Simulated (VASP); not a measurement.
Crystal: TiZn3N3.

```
Ti Zn N
1.0
     5.13934    0.00000    0.00000
    -2.56967    4.45080    0.00000
     0.00000    0.00000    4.21998
Ti Zn N
1 3 3
Direct
  0.00000 0.00000 0.00000
  0.00000 0.00000 0.50000
  0.33333 0.66667 0.00000
  0.66667 0.33333 0.00000
  0.53904 0.00000 0.00000
  0.00000 0.53904 0.00000
  0.46096 0.46096 0.00000
```

The cell was built from a structure type or drawn by symmetry, and may not be a known phase.

```yaml
Program: VASP 6.6.1
Task: relaxation of cell and atoms
Functional: PBE
Potentials_or_basis: VASP PAW PBE potentials, release 64 (Ti_sv, Zn, N)
Cutoff: 600 eV
k_mesh: 3 × 3 × 3
Occupations: gaussian, width 0.15 eV
Spin: collinear spin
Starting_moments: "[1.0, 0.0, 0.0, 0.0, 0.0, 0.0, 0.0] μB"
```

At the start: pressure 90.6 GPa; volume 13.79 Å³/atom.

Question: How do energy, volume and symmetry change on relaxing?

Answer: Over 18 steps the energy falls by 3008.0 meV/atom and the volume is 21.24 Å³/atom (+54.1 %); space group P-62m (No. 189, to 0.1 Å) before and after; moment 0.01 μB per cell.

Step by step:
```
step  energy change (eV)  largest force (eV/Å)  pressure (GPa)  volume (Å³)
   1              0.0000                6.1238           90.56        96.53
   2             -4.1597                0.7335          -13.20       246.11
   3            -12.7449                2.9123           -1.58       153.55
   4            -12.7980                3.1110           -0.20       150.05
   5            -12.8061                3.3668            1.75       145.81
   6            -15.6456                4.0654           -3.97       156.08
   7            -20.1330                0.4831           -5.99       183.01
   8            -20.0055                2.2078           -7.37       178.80
   9            -20.1289                1.4739           -6.80       180.86
  10            -18.0902                7.8600           15.99       150.17
  11            -20.4845                0.0432           -2.25       170.79
  12            -20.4862                0.1492           -1.96       170.32
  13            -20.8660                0.0124           -1.31       160.66
  14            -21.0414                0.1217           -0.50       151.95
  15            -21.0542                0.1786           -0.12       148.58
  16            -21.0546                0.1703           -0.16       149.06
  17            -21.0526                0.2224            0.58       148.17
  18            -21.0560                0.0192            0.14       148.71
```

Final structure:
```
Ti Zn N
1.0
     5.72979    0.00000    0.00000
    -2.86490    4.96215    0.00000
     0.00000    0.00000    5.23032
Ti Zn N
1 3 3
Direct
  0.00000 0.00000 0.00000
  0.00000 0.00000 0.50000
  0.33333 0.66667 0.00000
  0.66667 0.33333 0.00000
  0.67508 0.00000 0.00000
  0.00000 0.67508 0.00000
  0.32492 0.32492 0.00000
```

Caveat: the k points lie up to 0.42 Å⁻¹ apart in the final cell; the volume moved by over 15 % at a fixed basis, so the end points are rough.
